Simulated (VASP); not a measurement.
# Mg (Fm-3m) in VASP: settings compared

The runs below take Mg through single point, with PBEsol, LDA, RPBE+D3(BJ).

All numbers are computed with VASP 6.6.1; they aren't measurements. Logs are shortened: lines on timing, memory, paths and dates and some standing lists are left out, and cuts for length are marked.

**1. The cell of the first run**

It takes space group Fm-3m (No. 225, cubic). The conventional cell has a = 4.489 Å, b = 4.489 Å, c = 4.489 Å, α = 90.00°, β = 90.00°, γ = 90.00°. Within 4.2 Å of Mg (site symmetry m-3m) lie 12 Mg at 3.17 Å.

**2. Single point, PBEsol**

Contents of INCAR:

```
SYSTEM = Mg
PREC = Accurate
ENCUT = 520
EDIFF = 1E-7
ISMEAR = 0
SIGMA = 0.05
LREAL = .False.
LASPH = .True.
NELM = 100
ALGO = Fast
ISIF = 2
LWAVE = .False.
LCHARG = .True.
GGA = PS
LELF = .True.
LVHAR = .True.
NBANDS = 7
```

Contents of KPOINTS:

```
regular mesh
0
Gamma
  10 10 10
  0 0 0
```

Contents of POSCAR:

```
Mg
1.0
    0.0000000000      2.2442560000      2.2442560000
    2.2442560000      0.0000000000      2.2442560000
    2.2442560000      2.2442560000      0.0000000000
Mg
1
Direct
    0.0000000000      0.0000000000      0.0000000000
```

Potentials or basis: VASP PAW PBE potentials, release 64 (Mg).

On the command line:

```console
$ cat potpaw_PBE.64/Mg/POTCAR > POTCAR
$ mpirun -np 1 vasp_std > vasp.out
```

OUTCAR:

```text
SYSTEM = Mg
   PREC = Accurate
   ENCUT = 520
   EDIFF = 1E-7
   ISMEAR = 0
   LREAL = .False.
   LASPH = .True.
   NELM = 100
   ISIF = 2
   GGA = PS

 ion  position               nearest neighbor table
   1  0.000  0.000  0.000-

  LATTYP: Found a face centered cubic cell.
 ALAT       =     4.4885120000

  Lattice vectors:

 A1 = (   0.0000000000,   2.2442560000,   2.2442560000)
 A2 = (   2.2442560000,   0.0000000000,   2.2442560000)
 A3 = (   2.2442560000,   2.2442560000,   0.0000000000)

Analysis of symmetry for initial positions (statically):
=====================================================================
 Subroutine PRICEL returns:
 Original cell was already a primitive cell.

 Routine SETGRP: Setting up the symmetry group for a
 face centered cubic supercell.

 Subroutine GETGRP returns: Found 48 space group operations
 (whereof 48 operations were pure point group operations)
 out of a pool of 48 trial point group operations.

The static configuration has the point symmetry O_h .

Analysis of symmetry for dynamics (positions and initial velocities):
=====================================================================
 Subroutine PRICEL returns:
 Original cell was already a primitive cell.

 Routine SETGRP: Setting up the symmetry group for a
 face centered cubic supercell.

 Subroutine GETGRP returns: Found 48 space group operations
 (whereof 48 operations were pure point group operations)
 out of a pool of 48 trial point group operations.

The dynamic configuration has the point symmetry O_h .

 Subroutine INISYM returns: Found 48 space group operations
 (whereof 48 operations are pure point group operations),
 and found     1 'primitive' translations

----------------------------------------------------------------------------------------

                                     Primitive cell

  volume of cell :      22.6072

  direct lattice vectors                    reciprocal lattice vectors
     0.000000000  2.244256000  2.244256000    -0.222790983  0.222790983  0.222790983
     2.244256000  0.000000000  2.244256000     0.222790983 -0.222790983  0.222790983
     2.244256000  2.244256000  0.000000000     0.222790983  0.222790983 -0.222790983

  length of vectors
     3.173857273  3.173857273  3.173857273     0.385885302  0.385885302  0.385885302

  position of ions in fractional coordinates (direct lattice)
     0.000000000  0.000000000  0.000000000

[... 70 lines left out ...]
   LNONCOLLINEAR =      F non collinear calculations
   LSORBIT =      F    spin-orbit coupling
   LASPH  =      T    aspherical Exc in radial PAW
   ENCUT  =  520.0 eV  38.22 Ry    6.18 a.u.   5.90  5.90  5.90*2*pi/ulx,y,z
   NELM   =    100;   NELMIN=  2; NELMDL= -5     # of ELM steps
   EDIFF  = 0.1E-06   stopping-criterion for ELM
   LREAL  =      F    real-space projection
   EDIFFG = 0.1E-05   stopping-criterion for IOM
   NSW    =      0    number of steps for IOM
   IBRION =     -1    ionic relax: 0-MD 1-quasi-New 2-CG
   NFREE  =      0    steps in history (QN), initial steepest desc. (CG)
   ISIF   =      2    stress and relaxation
   ISYM   =      2    0-nonsym 1-usesym 2-fastsym
   POTIM  = 0.5000    time-step for ionic-motion
   TEBEG  =    0.0;   TEEND  =   0.0 temperature during run
   PSTRESS=    0.0 pullay stress
   NELECT =       2.0000    total number of electrons
   NUPDOWN=      -1.0000    fix difference up-down
   EMIN   =  10.00;   EMAX   =-10.00  energy-range for DOS
   EFERMI =   0.00;   METHOD = LEGACY
   ISMEAR =     0;   SIGMA  =   0.05  broadening in eV -4-tet -1-fermi 0-gaus
   EFERMI_NEDOS =   21; number of points for ismear=-14 and -15
   IALGO  =     68    algorithm
   IMIX   =      4    mixing-type and parameters
     AMIX     =   0.40;   BMIX     =  1.00
     AMIX_MAG =   1.60;   BMIX_MAG =  1.00
  volume/ion in A,a.u.               =      22.61       152.56
  Fermi-wavevector in a.u.,A,eV,Ry     =   0.729462  1.378483  7.239854  0.532114
  Thomas-Fermi vector in A             =   1.821189
   LORBIT       =      0    0 simple, 1 ext, 2 COOP (PROOUT), +10 PAW based schemes
   GGA     = PS    functional components
   LHFCALC =     F    Hartree Fock is set to
   AEXX    =    0.0000 exact exchange contribution
   IVDW    =     0    specifies the selected vdW correction
   LEPSILON=     F    determine dielectric tensor
   LRPA    =     F    only Hartree local field effects (RPA)
 non-spin polarized calculation
 RMM-DIIS sequential band-by-band and
 Gauss-broadening in eV      SIGMA  =   0.05
  energy-cutoff  :      520.00
  volume of cell :       22.61
 maximum number of plane-waves:       620
   NGX = 11   NGY = 11   NGZ = 11

 number of electron       2.0000000 magnetization

 Free energy of the ion-electron system (eV)
  ---------------------------------------------------
  ext. energy  EPLUGINS =         0.00000000
  ---------------------------------------------------
  free energy    TOTEN  =        -1.71170458 eV

  energy without entropy =       -1.71128110  energy(sigma->0) =       -1.71149284

 E-fermi :   2.7251     XC(G=0):  -8.5827

 val. band max:        2.7034545366   @ k =  -0.4000   0.5000   0.1000
 cond. band min:       2.8235850909   @ k =  -0.3000   0.4000   0.1000
 fundamental gap:      0.1201305543
 Fermi energy:         2.7250662326

 k-point     1 :       0.0000    0.0000    0.0000
  band No.  band energies     occupation
      1      -4.3244      2.00000
      2      15.1002      0.00000
      3      15.1002      0.00000
      4      15.1002      0.00000
      5      17.1167      0.00000
      6      17.1167      0.00000
      7      17.1167      0.00000
[... 221 lines left out ...]
 k-point    24 :       0.4000    0.3000    0.0000
  band No.  band energies     occupation
      1      -0.5812      2.00000
      2       7.5061      0.00000
      3       8.0607      0.00000
      4      10.3610      0.00000
      5      11.1687      0.00000
      6      14.4631      0.00000
      7      22.9485      0.00000

 [... further k-points ...]
[... 5 lines left out ...]
  --------------------------------------------------------------------------------------
  -------------------------------------------------------------------------------------
  Total        0.0073247      0.0073247      0.0073247      0.0000000      0.0000000      0.0000000
  in kB        0.5191037      0.5191037      0.5191037      0.0000000      0.0000000      0.0000000
  external PRESSURE =       0.5191037 kB  Pullay stress =       0.0000000 kB

 VOLUME and BASIS-vectors are now :
 -----------------------------------------------------------------------------
  energy-cutoff  :      520.00
  volume of cell :       22.61
      direct lattice vectors                 reciprocal lattice vectors
     0.000000000  2.244256000  2.244256000    -0.222790983  0.222790983  0.222790983
     2.244256000  0.000000000  2.244256000     0.222790983 -0.222790983  0.222790983
     2.244256000  2.244256000  0.000000000     0.222790983  0.222790983 -0.222790983

 POSITION                                       TOTAL-FORCE (eV/Angst)
 -----------------------------------------------------------------------------------
      0.00000      0.00000      0.00000        -0.000000     -0.000000     -0.000000
 -----------------------------------------------------------------------------------
    total drift:                                0.000000      0.000000      0.000000

  FREE ENERGIE OF THE ION-ELECTRON SYSTEM (eV)
  ---------------------------------------------------
  free  energy   TOTEN  =        -1.7117045837 eV

  energy  without entropy=       -1.7112810956  energy(sigma->0) =       -1.71149284
```

It used 4.5 s of CPU time on 1 thread of Intel Xeon 6975P-C, with other jobs on the host.

Results:

```
Free energy            : -1.7117 eV
Pressure               : 0.1 GPa
Band gap on the k mesh : zero (band 1 reaches 3.51 eV, above the bottom of band 2 at 1.38 eV)
```

Caveat: the PAW data sets were made with another functional, which shifts forces and pressure a little.

**3. Single point, LDA**

Contents of INCAR:

```
  PREC = Accurate
  ENCUT = 520
  EDIFF = 1E-7
  ISMEAR = 0
  SIGMA = 0.05
  LREAL = False
  LASPH = True
  NELM = 100
  ALGO = Normal
  ISIF = 2
  LWAVE = False
  LCHARG = True
  GGA = CA
  LELF = True
  LVHAR = True
  NBANDS = 7
```

Contents of KPOINTS:

```
Automatic mesh
0
Gamma
  10 10 10
```

POSCAR is that of step 2.

Potentials or basis: VASP PAW LDA potentials, release 64 (Mg).

On the command line:

```console
$ cat potpaw_LDA.64/Mg/POTCAR > POTCAR
$ mpirun -np 1 vasp_std > vasp.out
```

It took 6.4 s on 1 thread of Intel Xeon 6975P-C, shared host; peak memory 0.13 GiB.

The run converged. Its results:

| Property | Result |
| --- | --- |
| Free energy | -1.7923 eV |
| Pressure | -1.7 GPa |
| Band gap on the k mesh | zero (band 1 reaches 3.39 eV, above the bottom of band 2 at 1.22 eV) |

Levels at points of the mesh, in eV from the Fermi level:
```csv
k point,band 1,band 2,band 3,band 4,band 5,band 6
"(0.00, 0.00, 0.00)",-7.04,12.33,12.33,12.33,14.21,14.21
"(0.50, 0.00, 0.00)",-1.76,-1.39,11.26,11.26,11.99,11.99
"(0.50, 0.50, 0.00)",-0.28,0.73,6.08,6.89,6.89,9.72
```

**4. Single point, RPBE+D3(BJ) (volume scaled by 0.94)**

Contents of INCAR:

```
SYSTEM = Mg
PREC     = Accurate       ! precision mode
ENCUT    = 520            ! plane-wave cutoff, eV
EDIFF    = 1E-7           ! SCF threshold, eV
ISMEAR   = 0              ! smearing method
SIGMA    = 0.15           ! smearing width, eV
LREAL    = .FALSE.        ! projectors in reciprocal space
LASPH    = .TRUE.         ! aspherical terms in the spheres
NELM     = 100            ! most SCF steps
ALGO     = Normal         ! electronic algorithm
ISIF     = 2              ! what is computed and relaxed
LWAVE    = .FALSE.        ! write WAVECAR
LCHARG   = .FALSE.        ! write CHGCAR
GGA      = RP             ! functional
IVDW     = 12             ! dispersion correction
NBANDS   = 7              ! bands
```

Contents of KPOINTS:

```
Automatic mesh
0
G
  10 10 10
  0 0 0
```

Contents of POSCAR:

```
Mg
1.0
    0.0000000000      2.1984420020      2.1984420020
    2.1984420020      0.0000000000      2.1984420020
    2.1984420020      2.1984420020      0.0000000000
Mg
1
Direct
    0.0000000000      0.0000000000      0.0000000000
```

Potentials or basis: VASP PAW PBE potentials, release 64 (Mg).

On the command line:

```console
$ cat potpaw_PBE.64/Mg/POTCAR > POTCAR
$ mpirun -np 1 vasp_std > vasp.out
```

It took 13 s on 1 thread of AMD EPYC 7R13, shared host; peak memory 0.11 GiB.

It converged, with:

| Item | Value |
| --- | --- |
| Free energy | -2.7329 eV |
| Pressure | -11.3 GPa |
| Band gap on the k mesh | zero (band 1 reaches 4.00 eV, above the bottom of band 2 at 1.89 eV) |
| Dispersion energy per atom | -1.434 eV |

Levels at points of the mesh, in eV from the Fermi level:
| k point | band 1 | band 2 | band 3 | band 4 | band 5 | band 6 |
| --- | --- | --- | --- | --- | --- | --- |
| (0.00, 0.00, 0.00) | -7.33 | 12.80 | 12.80 | 12.80 | 15.11 | 15.22 |
| (0.50, 0.00, 0.00) | -1.93 | -1.33 | 11.63 | 11.63 | 12.90 | 12.90 |
| (0.50, 0.50, 0.00) | -0.33 | 0.78 | 6.14 | 7.32 | 7.32 | 10.58 |

Caveat: the PAW data sets were made with another functional, which shifts forces and pressure a little; pairwise dispersion overbinds metals, which lowers pressure and volume.

(Part 1 of 2 ends here.)
